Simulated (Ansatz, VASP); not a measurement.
One calculation of Ag, two programs

```
Ag
1.0
     0.00000    2.00118    2.00118
     2.00118    0.00000    2.00118
     2.00118    2.00118    0.00000
Ag
1
Direct
  0.00000 0.00000 0.00000
```

Alike in both runs: functional LDA; k mesh 16 × 16 × 16; occupations fermi-dirac, width 0.15 eV; no spin polarisation.

Ansatz relaxed the structure, and its values are those at the end. VASP's run is a single point on that final structure, the one shown.

|  | VASP | Ansatz |
| --- | --- | --- |
| version | VASP 6.6.1 | Ansatz 0.2.0 |
| potentials or method | VASP PAW LDA potentials, release 64 (Ag), cutoff 520 eV | scalar-relativistic, plane waves, PAW |
| valence electrons in the cell | 11 | 19 |

Ansatz gave:

* gap on the k mesh at the Fermi level (eV): none
* pressure (GPa): 0.0

**Question.** Which values does VASP return?

**Answer.** gap on the k mesh at the Fermi level (eV): none; pressure (GPa): 0.1.

Ansatz warns that its potentials were made for another functional, while VASP's fit it. LDA's correlation is that of Perdew and Zunger in VASP and of Perdew and Wang (1992) in Ansatz. A gap of «none» marks a metal or a gap that the smearing closes. VASP's potentials hold 11 valence electrons a cell and Ansatz's 19, so a difference there can come from the potentials and not from the codes.
